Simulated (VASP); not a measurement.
Write the native input for VASP 6.6.1 that does the following.

| Property | Result |
| --- | --- |
| Task | electric field gradients |
| Functional | PBE |
| Potentials or basis | VASP PAW PBE potentials, release 64 (V_sv, Si) |
| Cutoff | 520 eV |
| k mesh | 13 × 13 × 13 |
| Occupations | fermi-dirac, width 0.03 eV |
| Spin | collinear spin, ferromagnetic start |
| Starting moments | [1.5, 0.0] μB |
| Dipole correction | no |
| Further INCAR settings | ALGO = Normal; EDIFF = 1e-08; NBANDS = 20 |

The structure of VSi (rocksalt type) lies in POSCAR:

```
VSi
1.0
    0.0000000000      2.4272586101      2.4272586101
    2.4272586101      0.0000000000      2.4272586101
    2.4272586101      2.4272586101      0.0000000000
V Si
1 1
Direct
    0.0000000000      0.0000000000      0.0000000000
    0.5000000000      0.5000000000      0.5000000000
```

The input as run:

INCAR

```
SYSTEM = VSi
  PREC = Accurate
  ENCUT = 520
  EDIFF = 1E-8
  ISMEAR = -1
  SIGMA = 0.03
  LREAL = .False.
  LASPH = .True.
  NELM = 150
  ALGO = Normal
  ISIF = 2
  LWAVE = .False.
  LCHARG = .False.
  ISPIN = 2
  MAGMOM = 1.5 0
  LORBIT = 11
  LMAXMIX = 4
  GGA = PE
  LEFG = .True.
  NBANDS = 20
```

KPOINTS

```
regular mesh
0
Gamma
  13 13 13
  0 0 0
```

Potentials or basis: VASP PAW PBE potentials, release 64 (V_sv, Si).

Launch:

```console
$ cat potpaw_PBE.64/V_sv/POTCAR potpaw_PBE.64/Si/POTCAR > POTCAR
$ mpirun -np 1 vasp_std > vasp.out
```

Results of the run:

| Quantity | Value |
| --- | --- |
| Pressure | 3.0 GPa |
| Net moment | 0.00 μB per cell |
| Largest electric field gradient by atom | zero within the noise of the run |
| Valence electrons inside the program's atomic spheres | V 11.65; Si 1.76 |

Caveat: the cell stands under pressure.

Wall time 58 s on 1 thread of Intel(R) Xeon(R) 6975P-C (Granite Rapids) (shared host), peak memory 0.21 GiB.
